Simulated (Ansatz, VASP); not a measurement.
One calculation of Si2Sn, two programs

```
Si Sn
1.0
     3.67392    0.00000    0.00000
    -1.83696    3.18171    0.00000
     0.00000    0.00000   10.59073
Si Sn
4 2
Direct
  0.33333 0.66667 0.50000
  0.66667 0.33333 0.00000
  0.66667 0.33333 0.36983
  0.66667 0.33333 0.63017
  0.33333 0.66667 0.82776
  0.33333 0.66667 0.17224
```

Alike in both runs: functional PBE; k mesh 6 × 6 × 2; occupations gaussian, width 0.1 eV; no spin polarisation.

Ansatz relaxed the structure, and its values are those at the end. VASP's run is a single point on that final structure, the one shown.

|  | VASP | Ansatz |
| --- | --- | --- |
| version | VASP 6.6.1 | Ansatz 0.2.0 |
| potentials or method | VASP PAW PBE potentials, release 64 (Si, Sn_d), cutoff 520 eV | scalar-relativistic, plane waves, PAW |
| valence electrons in the cell | 44 | 44 |

|  | VASP | Ansatz | Ansatz less VASP |
| --- | --- | --- | --- |
| gap on the k mesh at the Fermi level (eV) | none | none | - |
| pressure (GPa) | 0.0 | 0.1 | +0.05 |
| rms of the force components (eV/Å) | 0.003 | 0.005 | +0.0021 |

A gap of «none» marks a metal or a gap that the smearing closes.
